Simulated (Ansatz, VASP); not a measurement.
**BIr: VASP beside Ansatz**

INCAR

```
PREC = Accurate
ENCUT = 520
EDIFF = 1E-6
ISMEAR = 1
SIGMA = 0.1
LREAL = False
LASPH = True
NELM = 60
ALGO = Normal
ISIF = 2
LWAVE = False
LCHARG = False
GGA = CA
NBANDS = 13
```

File KPOINTS:

```
Automatic mesh
0
Gamma
  11 11 11
```

File POSCAR:

```
BIr
1.0
    3.0421080800      0.0000000000      0.0000000000
   -1.5210540400      2.6345428800      0.0000000000
    0.0000000000      0.0000000000      2.7029723100
B Ir
1 1
Direct
    0.3333333287      0.6666666705      0.4999999982
    0.0000000000      0.0000000000      0.0000000000
```

Input for Ansatz:

```yaml
crystal:
  lattice:
    - [3.04210808, 0.0, 0.0]
    - [-1.52105404, 2.63454288, 0.0]
    - [0.0, 0.0, 2.70297231]
  atoms:
    - { symbol: B, position: [0.33333332865680737, 0.6666666704623915, 0.49999999815018453] }
    - { symbol: Ir, position: [0.0, 0.0, 0.0] }
kpoints:
  mp_grid:
    grid: [11, 11, 11]
hamiltonian:
  xc: lda
  pseudopotentials:
    kind: paw
scf:
  occupations:
    method: cold
output:
  forces: true
  stress: true
  eigenvalues: true
```

Alike in both runs: task single point; functional LDA; k mesh 11 × 11 × 11; no spin polarisation.

|  | VASP | Ansatz |
| --- | --- | --- |
| version | VASP 6.6.1 | Ansatz 0.2.0 |
| potentials or method | VASP PAW LDA potentials, release 64 (B, Ir) | plane waves, PAW |
| plane-wave cutoff (eV) | 520 | 420 |
| occupations | methfessel-paxton of order 1, width 0.1 eV | cold |
| valence electrons in the cell | 12 | 20 |

```tsv
	VASP	Ansatz	Ansatz less VASP
gap on the k mesh at the Fermi level (eV)	none	none	-
pressure (GPa)	-8.7	-10.8	-2.10
traceless stress, the component that is largest in VASP (GPa)	-0.61	-0.93	-0.314
```

LDA's correlation is that of Perdew and Zunger in VASP and of Perdew and Wang (1992) in Ansatz. A gap of «none» marks a metal or a gap that the smearing closes. VASP's potentials hold 12 valence electrons a cell and Ansatz's 20, so a difference there can come from the potentials and not from the codes.

Neither program's run includes spin-orbit coupling.
